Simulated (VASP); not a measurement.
# Ga (Cmce) in VASP: single point with r2SCAN

Aim: the single point of Ga with r2SCAN.

All numbers are computed with VASP 6.6.1; they aren't measurements. Logs are shortened: lines on timing, memory, paths and dates and some standing lists are left out, and cuts for length are marked.

## 1. The cell of the first run

The structure is orthorhombic, space group Cmce (No. 64). The conventional cell has a = 4.387 Å, b = 7.473 Å, c = 4.436 Å, α = 90.00°, β = 90.00°, γ = 90.00°. Within 3.2 Å of Ga (site symmetry m) lie 7 Ga at 2.44 to 2.71 Å.

## 2. Single point, r2SCAN

POSCAR reads:

```
Ga
1.0
    2.1935298848     -3.7362650658      0.0000000000
    2.1935298848      3.7362650658      0.0000000000
    0.0000000000      0.0000000000      4.4355140584
Ga
4
Direct
    0.6556527562      0.3443472438      0.4153215799
    0.8443472438      0.1556527562      0.9153215799
    0.3443472438      0.6556527562      0.5846784201
    0.1556527562      0.8443472438      0.0846784201
```

INCAR.step1 reads:

```
  PREC = Accurate
  ENCUT = 520
  ISMEAR = 0
  SIGMA = 0.1
  LREAL = False
  LASPH = True
  NELM = 80
  NBANDS = 34
  GGA = PE
  ALGO = Normal
  EDIFF = 1E-4
  LWAVE = True
  LCHARG = False
```

INCAR.step2 reads:

```
  PREC = Accurate
  ENCUT = 520
  EDIFF = 1E-6
  ISMEAR = 0
  SIGMA = 0.1
  LREAL = False
  LASPH = True
  NELM = 80
  ALGO = Normal
  ISIF = 2
  LWAVE = False
  LCHARG = False
  METAGGA = R2SCAN
  LMIXTAU = True
  NBANDS = 34
  ISTART = 1
```

KPOINTS reads:

```
regular mesh
0
Gamma
  12 12 10
```

Potentials or basis: VASP PAW PBE potentials, release 64 (Ga_d).

The run is started by

```
cat potpaw_PBE.64/Ga_d/POTCAR > POTCAR
cp INCAR.step1 INCAR
mpirun -np 1 vasp_std > vasp.out
cp INCAR.step2 INCAR
mpirun -np 1 vasp_std > vasp.out
```

OUTCAR:

```text
PREC = Accurate
   ENCUT = 520
   EDIFF = 1E-6
   ISMEAR = 0
   LREAL = False
   LASPH = True
   NELM = 80
   ISIF = 2
   METAGGA = R2SCAN
   ISTART = 1

 ion  position               nearest neighbor table
   1  0.656  0.344  0.415-   3 2.44   2 2.63   2 2.63   4 2.64   4 2.64   3 2.71   3 2.71
   2  0.844  0.156  0.915-   4 2.44   1 2.63   1 2.63   3 2.64   3 2.64   4 2.71   4 2.71
   3  0.344  0.656  0.585-   1 2.44   4 2.63   4 2.63   2 2.64   2 2.64   1 2.71   1 2.71
   4  0.156  0.844  0.085-   2 2.44   3 2.63   3 2.63   1 2.64   1 2.64   2 2.71   2 2.71

  LATTYP: Found a base centered orthorhombic cell.
 ALAT       =     4.3870597696
 B/A-ratio  =     1.7033116766
 C/A-ratio  =     1.0110448208

  Lattice vectors:

 A1 = (   2.1935298848,  -3.7362650658,   0.0000000000)
 A2 = (   2.1935298848,   3.7362650658,   0.0000000000)
 A3 = (   0.0000000000,   0.0000000000,   4.4355140584)

Analysis of symmetry for initial positions (statically):
=====================================================================
 Subroutine PRICEL returns:
 Original cell was already a primitive cell.

 Routine SETGRP: Setting up the symmetry group for a
 base centered orthorhombic supercell.

 Subroutine GETGRP returns: Found  8 space group operations
 (whereof  4 operations were pure point group operations)
 out of a pool of  8 trial point group operations.

The static configuration has the point symmetry C_2h.
 The point group associated with its full space group is D_2h.

Analysis of symmetry for dynamics (positions and initial velocities):
=====================================================================
 Subroutine PRICEL returns:
 Original cell was already a primitive cell.

 Routine SETGRP: Setting up the symmetry group for a
 base centered orthorhombic supercell.

 Subroutine GETGRP returns: Found  8 space group operations
 (whereof  4 operations were pure point group operations)
 out of a pool of  8 trial point group operations.

The dynamic configuration has the point symmetry C_2h.
 The point group associated with its full space group is D_2h.

 Subroutine INISYM returns: Found  8 space group operations
 (whereof  4 operations are pure point group operations),
 and found     1 'primitive' translations

----------------------------------------------------------------------------------------

                                     Primitive cell

  volume of cell :      72.7035

  direct lattice vectors                    reciprocal lattice vectors
     2.193529885 -3.736265066  0.000000000     0.227943099 -0.133823482  0.000000000
     2.193529885  3.736265066  0.000000000     0.227943099  0.133823482  0.000000000
     0.000000000  0.000000000  4.435514058     0.000000000  0.000000000  0.225453011

  length of vectors
     4.332580062  4.332580062  4.435514058     0.264323250  0.264323250  0.225453011

  position of ions in fractional coordinates (direct lattice)
     0.655652756  0.344347244  0.415321580
     0.844347244  0.155652756  0.915321580
     0.344347244  0.655652756  0.584678420
     0.155652756  0.844347244  0.084678420

  ion indices of the primitive-cell ions
   primitive index   ion index
                 1           1
                 2           2
                 3           3
                 4           4

----------------------------------------------------------------------------------------

 KPOINTS: regular mesh

Automatic generation of k-mesh.
 Grid dimensions read from file:
 generate k-points for:   12   12   10

 Generating k-lattice:

  Cartesian coordinates                     Fractional coordinates (reciprocal lattice)
     0.018995258 -0.011151957  0.000000000     0.083333333  0.000000000  0.000000000
     0.018995258  0.011151957  0.000000000     0.000000000  0.083333333  0.000000000
     0.000000000  0.000000000  0.022545301     0.000000000  0.000000000  0.100000000

  Length of vectors
     0.022026938  0.022026938  0.022545301

  Shift w.r.t. Gamma in fractional coordinates (k-lattice)
     0.000000000  0.000000000  0.000000000

 Subroutine IBZKPT returns following result:
 ===========================================

 Found    258 irreducible k-points:

 Following reciprocal coordinates:
            Coordinates               Weight
  0.000000  0.000000  0.000000      1.000000
  0.083333  0.000000  0.000000      4.000000
  0.166667  0.000000  0.000000      4.000000
  0.250000  0.000000  0.000000      4.000000
  0.333333  0.000000  0.000000      4.000000
  0.416667  0.000000  0.000000      4.000000
[... 16 lines left out ...]
  0.500000  0.166667  0.000000      4.000000
 -0.416667  0.166667  0.000000      4.000000
 [... further k-points ...]
   k-points           NKPTS =    258   k-points in BZ     NKDIM =    258   number of bands    NBANDS=     34
   number of dos      NEDOS =    301   number of ions     NIONS =      4
   total plane-waves  NPLWV =  36864
   dimension x,y,z NGX =    32 NGY =   32 NGZ =   36
   dimension x,y,z NGXF=    64 NGYF=   64 NGZF=   72
   ions per type =               4
   NGX,Y,Z   is equivalent  to a cutoff of  12.28, 12.28, 13.49 a.u.
   NGXF,Y,Z  is equivalent  to a cutoff of  24.56, 24.56, 26.99 a.u.
 SYSTEM =  unknown system
   PREC   = accura    normal or accurate (medium, high low for compatibility)
   ISTART =      1    job   : 0-new  1-cont  2-samecut
   ICHARG =      0    charge: 1-file 2-atom 10-const
   ISPIN  =      1    spin polarized calculation?
   LNONCOLLINEAR =      F non collinear calculations
   LSORBIT =      F    spin-orbit coupling
   LASPH  =      T    aspherical Exc in radial PAW
   ENCUT  =  520.0 eV  38.22 Ry    6.18 a.u.   8.06  8.06  8.25*2*pi/ulx,y,z
   NELM   =     80;   NELMIN=  2; NELMDL=  0     # of ELM steps
   EDIFF  = 0.1E-05   stopping-criterion for ELM
   LREAL  =      F    real-space projection
   EDIFFG = 0.1E-04   stopping-criterion for IOM
   NSW    =      0    number of steps for IOM
   IBRION =     -1    ionic relax: 0-MD 1-quasi-New 2-CG
   NFREE  =      0    steps in history (QN), initial steepest desc. (CG)
   ISIF   =      2    stress and relaxation
   ISYM   =      2    0-nonsym 1-usesym 2-fastsym
   POTIM  = 0.5000    time-step for ionic-motion
   TEBEG  =    0.0;   TEEND  =   0.0 temperature during run
   PSTRESS=    0.0 pullay stress
   NELECT =      52.0000    total number of electrons
   NUPDOWN=      -1.0000    fix difference up-down
   EMIN   =  10.00;   EMAX   =-10.00  energy-range for DOS
   EFERMI =   0.00;   METHOD = LEGACY
   ISMEAR =     0;   SIGMA  =   0.10  broadening in eV -4-tet -1-fermi 0-gaus
   EFERMI_NEDOS =   21; number of points for ismear=-14 and -15
   IALGO  =     38    algorithm
   IMIX   =      4    mixing-type and parameters
     AMIX     =   0.40;   BMIX     =  1.00
     AMIX_MAG =   1.60;   BMIX_MAG =  1.00
  volume/ion in A,a.u.               =      18.18       122.66
  Fermi-wavevector in a.u.,A,eV,Ry     =   1.464056  2.766664 29.163525  2.143459
  Thomas-Fermi vector in A             =   2.580077
   LORBIT       =      0    0 simple, 1 ext, 2 COOP (PROOUT), +10 PAW based schemes
   METAGGA = R2SCAN    functional components
   LHFCALC =     F    Hartree Fock is set to
   AEXX    =    0.0000 exact exchange contribution
   IVDW    =     0    specifies the selected vdW correction
   LEPSILON=     F    determine dielectric tensor
   LRPA    =     F    only Hartree local field effects (RPA)
 non-spin polarized calculation
 Gauss-broadening in eV      SIGMA  =   0.10
  energy-cutoff  :      520.00
  volume of cell :       72.70
 maximum number of plane-waves:      1978
   NGX = 17   NGY = 17   NGZ = 17

 number of electron      51.9999995 magnetization

 Free energy of the ion-electron system (eV)
  ---------------------------------------------------
  ext. energy  EPLUGINS =         0.00000000
  ---------------------------------------------------
  free energy    TOTEN  =       -45.72548841 eV

  energy without entropy =      -45.72265273  energy(sigma->0) =      -45.72407057

 E-fermi :   5.5686     XC(G=0): -12.0759

 val. band max:        5.5642966854   @ k =   0.5000   0.5000   0.1000
 cond. band min:       5.5771707362   @ k =  -0.3333   0.2500   0.3000
 fundamental gap:      0.0128740508
 Fermi energy:         5.5686429561

 k-point     1 :       0.0000    0.0000    0.0000
  band No.  band energies     occupation
      1     -10.2089      2.00000
      2     -10.1966      2.00000
      3     -10.1476      2.00000
      4     -10.1318      2.00000
      5     -10.1152      2.00000
      6     -10.0902      2.00000
[... 26 lines left out ...]
     33      13.1284      0.00000
     34      13.6950      0.00000

 k-point     2 :       0.0833    0.0000    0.0000
  band No.  band energies     occupation
      1     -10.2113      2.00000
      2     -10.1927      2.00000
      3     -10.1504      2.00000
      4     -10.1353      2.00000
      5     -10.1081      2.00000
      6     -10.0880      2.00000
[... 26 lines left out ...]
     33      13.2901      0.00000
     34      13.8412      0.00000

 k-point     3 :       0.1667    0.0000    0.0000
  band No.  band energies     occupation
      1     -10.2149      2.00000
      2     -10.1819      2.00000
      3     -10.1593      2.00000
      4     -10.1436      2.00000
      5     -10.0951      2.00000
      6     -10.0765      2.00000
[... 26 lines left out ...]
     33      12.7072      0.00000
     34      13.7492      0.00000
[... 704 lines left out ...]
 k-point    23 :       0.5000    0.1667    0.0000
  band No.  band energies     occupation
      1     -10.2256      2.00000
      2     -10.2205      2.00000
      3     -10.1525      2.00000
      4     -10.1219      2.00000
      5     -10.1162      2.00000
      6     -10.0540      2.00000
[... 26 lines left out ...]
     33      13.5252      0.00000
     34      15.3483      0.00000

 k-point    24 :      -0.4167    0.1667    0.0000
  band No.  band energies     occupation
      1     -10.2260      2.00000
      2     -10.2164      2.00000
      3     -10.1431      2.00000
      4     -10.1321      2.00000
      5     -10.1204      2.00000
      6     -10.0628      2.00000
[... 26 lines left out ...]
     33      13.7579      0.00000
     34      14.7111      0.00000

 [... further k-points ...]

------------------------ aborting loop because EDIFF is reached ----------------------------------------

  FORCE on cell =-STRESS in cart. coord.  units (eV):
  Direction    XX          YY          ZZ          XY          YZ          ZX
  --------------------------------------------------------------------------------------
  -------------------------------------------------------------------------------------
  Total        1.8453682      1.8473956      1.8302845      0.0000000      0.0000000      0.0000000
  in kB       40.6666526     40.7113305     40.3342507      0.0000000      0.0000000      0.0000000
  external PRESSURE =      40.5707446 kB  Pullay stress =       0.0000000 kB

 VOLUME and BASIS-vectors are now :
 -----------------------------------------------------------------------------
  energy-cutoff  :      520.00
  volume of cell :       72.70
      direct lattice vectors                 reciprocal lattice vectors
     2.193529885 -3.736265066  0.000000000     0.227943099 -0.133823482  0.000000000
     2.193529885  3.736265066  0.000000000     0.227943099  0.133823482  0.000000000
     0.000000000  0.000000000  4.435514058     0.000000000  0.000000000  0.225453011

 POSITION                                       TOTAL-FORCE (eV/Angst)
 -----------------------------------------------------------------------------------
      2.19353     -1.16312      1.84216         0.000000      0.005910     -0.000010
      2.19353     -2.57315      4.05992         0.000000     -0.005910     -0.000010
      2.19353      1.16312      2.59335         0.000000     -0.005910      0.000010
      2.19353      2.57315      0.37559         0.000000      0.005910      0.000010
 -----------------------------------------------------------------------------------
    total drift:                               -0.000000     -0.000000     -0.000000

  FREE ENERGIE OF THE ION-ELECTRON SYSTEM (eV)
  ---------------------------------------------------
  free  energy   TOTEN  =       -45.7254884126 eV

  energy  without entropy=      -45.7226527340  energy(sigma->0) =      -45.72407057
```

Run time: 65 min. Hardware: 1 thread of Oxide Virtual Turin-like, shared host; peak memory 0.49 GiB.

Results:

| Property | Result |
| --- | --- |
| Free energy | -45.7255 eV |
| Pressure | 4.1 GPa |
| Largest force | 0.006 eV/Å |
| Band gap on the k mesh | zero (bands 26 and 27 overlap by 1.31 eV) |

Forces in eV/Å, atoms in the order of the input:
```
Ga   0.000  0.006  0.000
Ga   0.000 -0.006  0.000
Ga   0.000 -0.006  0.000
Ga   0.000  0.006  0.000
```

Caveat: the cell stands under pressure; the PAW data sets were made with another functional, which shifts forces and pressure a little.
